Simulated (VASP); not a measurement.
# TiB2 (P6/mmm) in VASP: a series of runs

Runs on TiB2. Level: r2SCAN. Tasks: relaxation of the atoms.

All numbers are computed with VASP 6.6.1; they aren't measurements. Logs are shortened: lines on timing, memory, paths and dates and some standing lists are left out, and cuts for length are marked.

## 1. The cell of the first run

The structure is hexagonal, space group P6/mmm (No. 191). Conventional cell: a = 3.025 Å, b = 3.025 Å, c = 3.224 Å, α = 90.00°, β = 90.00°, γ = 120.00°. Ti (site symmetry 6/mmm) has 12 B at 2.38 Å and 6 Ti at 3.02 Å within 3.1 Å. B (site symmetry -6m2) has 3 B at 1.75 Å and 6 Ti at 2.38 Å within 2.4 Å.

## 2. Relaxation of the atoms, r2SCAN

Input file POSCAR:

```
TiB2
1.0
    3.0248997900      0.0000000000      0.0000000000
   -1.5124499000      2.6196400600      0.0000000000
    0.0000000000      0.0000000000      3.2243443000
Ti B
1 2
Direct
    0.0000000000      0.0000000000      0.0000000000
    0.3333333300      0.6666666700      0.5000000000
    0.6666666700      0.3333333300      0.5000000000
```

Input file INCAR.step1:

```
SYSTEM = TiB2
ALGO = Normal ; EDIFF = 1E-5
EDIFFG = -0.01 ; ENCUT = 500
GGA = PE ; GGA_COMPAT = .False.
IBRION = 2 ; ISMEAR = -1
LASPH = .True. ; LCHARG = .False.
LREAL = .False. ; LWAVE = .True.
NELM = 120 ; NELMIN = 4
NSW = 100 ; PREC = Accurate
SIGMA = 0.1
```

Input file INCAR.step2:

```
SYSTEM = TiB2
ALGO = Normal ; EDIFF = 1E-7
EDIFFG = -0.01 ; ENCUT = 500
GGA_COMPAT = .False. ; IBRION = 2
ISIF = 2 ; ISMEAR = -1
ISTART = 1 ; LASPH = .True.
LCHARG = .False. ; LMIXTAU = .True.
LREAL = .False. ; LWAVE = .False.
METAGGA = R2SCAN ; NELM = 120
NELMIN = 4 ; NSW = 50
PREC = Accurate ; SIGMA = 0.1
```

Input file KPOINTS:

```
k-points
0
Gamma
  13 13 10
  0 0 0
```

Potentials or basis: VASP PAW PBE potentials, release 64 (Ti_sv, B).

The run is started by

```bash
cat potpaw_PBE.64/Ti_sv/POTCAR potpaw_PBE.64/B/POTCAR > POTCAR
cp INCAR.step1 INCAR
mpirun -np 1 vasp_std > vasp.out
cp INCAR.step2 INCAR
mpirun -np 1 vasp_std > vasp.out
```

OUTCAR:

```text
SYSTEM = TiB2
   EDIFF = 1E-7
   EDIFFG = -0.01
   ENCUT = 500
   IBRION = 2
   ISIF = 2
   ISMEAR = -1
   ISTART = 1
   LASPH = .True.
   LREAL = .False.
   METAGGA = R2SCAN
   NELM = 120
   NELMIN = 4
   NSW = 50
   PREC = Accurate

 ion  position               nearest neighbor table
   1  0.000  0.000  0.000-   2 2.38   3 2.38   2 2.38   3 2.38   3 2.38   3 2.38   2 2.38   2 2.38
                             3 2.38   3 2.38   2 2.38   2 2.38
   2  0.333  0.667  0.500-   3 1.75   3 1.75   3 1.75   1 2.38   1 2.38   1 2.38   1 2.38   1 2.38
                             1 2.38
   3  0.667  0.333  0.500-   2 1.75   2 1.75   2 1.75   1 2.38   1 2.38   1 2.38   1 2.38   1 2.38
                             1 2.38

  LATTYP: Found a hexagonal cell.
 ALAT       =     3.0248997900
 C/A-ratio  =     1.0659342536

  Lattice vectors:

 A1 = (   3.0248997900,   0.0000000000,   0.0000000000)
 A2 = (  -1.5124499000,   2.6196400600,   0.0000000000)
 A3 = (   0.0000000000,   0.0000000000,   3.2243443000)

Analysis of symmetry for initial positions (statically):
=====================================================================
 Subroutine PRICEL returns:
 Original cell was already a primitive cell.

 Routine SETGRP: Setting up the symmetry group for a
 hexagonal supercell.

 Subroutine GETGRP returns: Found 24 space group operations
 (whereof 24 operations were pure point group operations)
 out of a pool of 24 trial point group operations.

The static configuration has the point symmetry D_6h.

Analysis of symmetry for dynamics (positions and initial velocities):
=====================================================================
 Subroutine PRICEL returns:
 Original cell was already a primitive cell.

 Routine SETGRP: Setting up the symmetry group for a
 hexagonal supercell.

 Subroutine GETGRP returns: Found 24 space group operations
 (whereof 24 operations were pure point group operations)
 out of a pool of 24 trial point group operations.

The dynamic configuration has the point symmetry D_6h.

 Subroutine INISYM returns: Found 24 space group operations
 (whereof 24 operations are pure point group operations),
 and found     1 'primitive' translations

----------------------------------------------------------------------------------------

                                     Primitive cell

  volume of cell :      25.5502

  direct lattice vectors                    reciprocal lattice vectors
     3.024899790  0.000000000  0.000000000     0.330589464  0.190865917  0.000000000
[... 103 lines left out ...]
   ISMEAR =    -1;   SIGMA  =   0.10  broadening in eV -4-tet -1-fermi 0-gaus
   EFERMI_NEDOS =   21; number of points for ismear=-14 and -15
   IALGO  =     38    algorithm
   IMIX   =      4    mixing-type and parameters
     AMIX     =   0.40;   BMIX     =  1.00
     AMIX_MAG =   1.60;   BMIX_MAG =  1.00
  volume/ion in A,a.u.               =       8.52        57.47
  Fermi-wavevector in a.u.,A,eV,Ry     =   1.456692  2.752748 28.870894  2.121951
  Thomas-Fermi vector in A             =   2.573580
   LORBIT       =      0    0 simple, 1 ext, 2 COOP (PROOUT), +10 PAW based schemes
   METAGGA = R2SCAN    functional components
   LHFCALC =     F    Hartree Fock is set to
   AEXX    =    0.0000 exact exchange contribution
   IVDW    =     0    specifies the selected vdW correction
   LEPSILON=     F    determine dielectric tensor
   LRPA    =     F    only Hartree local field effects (RPA)
 conjugate gradient relaxation of ions
 non-spin polarized calculation
  energy-cutoff  :      500.00
  volume of cell :       25.55
 maximum number of plane-waves:       672
 NGX is ok and might be reduce to    24
   NGX = 11   NGY = 11   NGZ = 11

 number of electron      18.0000002 magnetization

 Free energy of the ion-electron system (eV)
  ---------------------------------------------------
  ext. energy  EPLUGINS =         0.00000000
  ---------------------------------------------------
  free energy    TOTEN  =       -30.97720931 eV

  energy without entropy =      -30.96542037  energy(sigma->0) =      -30.97131484

 E-fermi :  10.2051     XC(G=0): -13.7658

 val. band max:       10.1722999942   @ k =   0.2308   0.2308   0.0000
 cond. band min:      10.2345411684   @ k =   0.0769   0.0000   0.4000
 fundamental gap:      0.0622411742
 Fermi energy:        10.2051413149

 k-point     1 :       0.0000    0.0000    0.0000
  band No.  band energies     occupation
      1     -49.1950      2.00000
      2     -24.5108      2.00000
      3     -24.1796      2.00000
      4     -24.1796      2.00000
      5      -4.3182      2.00000
      6       7.4105      2.00000
      7       7.4105      2.00000
      8       7.5821      2.00000
      9       7.9903      2.00000
     10      12.1876      0.00000
     11      12.1876      0.00000
     12      14.0633      0.00000
     13      14.0633      0.00000
[... 354 lines left out ...]
  band No.  band energies     occupation
      1     -49.1810      2.00000
      2     -24.5145      2.00000
      3     -24.2727      2.00000
      4     -24.1992      2.00000
      5      -3.7146      2.00000
      6       6.1431      2.00000
      7       6.4672      2.00000
      8       7.3288      2.00000
      9       8.8081      2.00000
     10      11.6591      0.00000
     11      12.1630      0.00000
     12      13.3759      0.00000
     13      13.3930      0.00000

 [... further k-points ...]

------------------------ aborting loop because EDIFF is reached ----------------------------------------

  FORCE on cell =-STRESS in cart. coord.  units (eV):
  Direction    XX          YY          ZZ          XY          YZ          ZX
  --------------------------------------------------------------------------------------
  -------------------------------------------------------------------------------------
  Total        0.1164882      0.1164882      0.1130028     -0.0000000     -0.0000000      0.0000000
  in kB        7.3046373      7.3046373      7.0860745     -0.0000000     -0.0000000      0.0000000
  external PRESSURE =       7.2317830 kB  Pullay stress =       0.0000000 kB

 VOLUME and BASIS-vectors are now :
 -----------------------------------------------------------------------------
  energy-cutoff  :      500.00
  volume of cell :       25.55
      direct lattice vectors                 reciprocal lattice vectors
     3.024899790  0.000000000  0.000000000     0.330589464  0.190865917  0.000000000
    -1.512449900  2.619640060  0.000000000     0.000000000  0.381731832  0.000000000
     0.000000000  0.000000000  3.224344300     0.000000000  0.000000000  0.310140576

 POSITION                                       TOTAL-FORCE (eV/Angst)
 -----------------------------------------------------------------------------------
      0.00000      0.00000      0.00000         0.000000      0.000000     -0.000000
     -0.00000      1.74643      1.61217         0.000000      0.000000     -0.000000
      1.51245      0.87321      1.61217        -0.000000      0.000000      0.000000
 -----------------------------------------------------------------------------------
    total drift:                                0.000000     -0.000000     -0.000000

  FREE ENERGIE OF THE ION-ELECTRON SYSTEM (eV)
  ---------------------------------------------------
  free  energy   TOTEN  =       -30.9772093112 eV

  energy  without entropy=      -30.9654203661  energy(sigma->0) =      -30.97131484

 reached required accuracy - stopping structural energy minimisation
```

Run time: 2 min. Hardware: 1 thread of Intel Xeon Platinum 8488C (Sapphire Rapids), shared host; peak memory 0.17 GiB.

What came out:

```yaml
Free_energy: -30.9772 eV
Pressure_after_relaxing: 0.7 GPa
Band_gap_on_the_k_mesh: zero (bands 9 and 10 overlap by 0.55 eV)
```

Final structure:
```
Ti B
1.0
     3.02490    0.00000    0.00000
    -1.51245    2.61964    0.00000
     0.00000    0.00000    3.22434
Ti B
1 2
Direct
  0.00000 0.00000 0.00000
  0.33333 0.66667 0.50000
  0.66667 0.33333 0.50000
```

Caveat: the relaxation stopped at its first step, so nothing moved; the PAW data sets were made with another functional, which shifts forces and pressure a little.

## 3. Relaxation of the atoms, r2SCAN

This run uses another cell than the first one, of 8.01 Å³/atom.

Input file POSCAR:

```
TiB2
1.0
    2.9631498200      0.0000000000      0.0000000000
   -1.4815749100      2.5661630200      0.0000000000
    0.0000000000      0.0000000000      3.1585228900
Ti B
1 2
Direct
    0.0000000000      0.0000000000      0.0000000000
    0.3333333300      0.6666666700      0.5000000000
    0.6666666700      0.3333333300      0.5000000000
```

Input file INCAR.step1:

```
SYSTEM = TiB2
PREC = Accurate
ENCUT = 500
ISMEAR = -1
SIGMA = 0.1
LREAL = .FALSE.
LASPH = .TRUE.
NELM = 120
GGA = PE
ALGO = Normal
EDIFF = 1E-5
LWAVE = .TRUE.
LCHARG = .FALSE.
GGA_COMPAT = .FALSE.
IBRION = 2
EDIFFG = -0.01
NELMIN = 4
NSW = 100
```

Input file INCAR.step2:

```
SYSTEM = TiB2
PREC = Accurate
ENCUT = 500
EDIFF = 1E-7
ISMEAR = -1
SIGMA = 0.1
LREAL = .FALSE.
LASPH = .TRUE.
NELM = 120
ALGO = Normal
ISIF = 2
LWAVE = .FALSE.
LCHARG = .FALSE.
METAGGA = R2SCAN
LMIXTAU = .TRUE.
IBRION = 2
NSW = 50
EDIFFG = -0.01
ISTART = 1
GGA_COMPAT = .FALSE.
NELMIN = 4
```

Input file KPOINTS:

```
regular mesh
0
G
  13 13 10
  0 0 0
```

Potentials or basis: VASP PAW PBE potentials, release 64 (Ti_sv, B).

The run is started by

```bash
cat potpaw_PBE.64/Ti_sv/POTCAR potpaw_PBE.64/B/POTCAR > POTCAR
cp INCAR.step1 INCAR
mpirun -np 1 vasp_std > vasp.out
cp INCAR.step2 INCAR
mpirun -np 1 vasp_std > vasp.out
```

Wall time 73 s (1 thread of Intel Xeon Platinum 8488C (Sapphire Rapids), shared host); peak memory 0.17 GiB.

Results (log left out):

```
Free energy             : -30.8845 eV
Pressure after relaxing : 19.1 GPa
Band gap on the k mesh  : zero (bands 9 and 10 overlap by 0.60 eV)
```

Stress tensor (GPa, compression positive):
```
20.43  0.00  0.00
 0.00 20.43  0.00
 0.00  0.00 16.56
```

Final structure:
```
CELL_PARAMETERS angstrom
2.96315 0.00000 0.00000
-1.48157 2.56616 0.00000
0.00000 0.00000 3.15852
ATOMIC_POSITIONS crystal
Ti 0.00000 0.00000 0.00000
B 0.33333 0.66667 0.50000
B 0.66667 0.33333 0.50000
```

Levels at points of the mesh, in eV from the Fermi level:
```
           k point  band 7  band 8  band 9  band 10  band 11  band 12
(0.00, 0.00, 0.00)   -2.94   -2.65   -2.38     2.17     2.17     4.17
(0.00, 0.00, 0.50)   -0.65   -0.65   -0.24    -0.24     0.49     0.49
```

Caveat: the relaxation stopped at its first step, so nothing moved; the PAW data sets were made with another functional, which shifts forces and pressure a little.
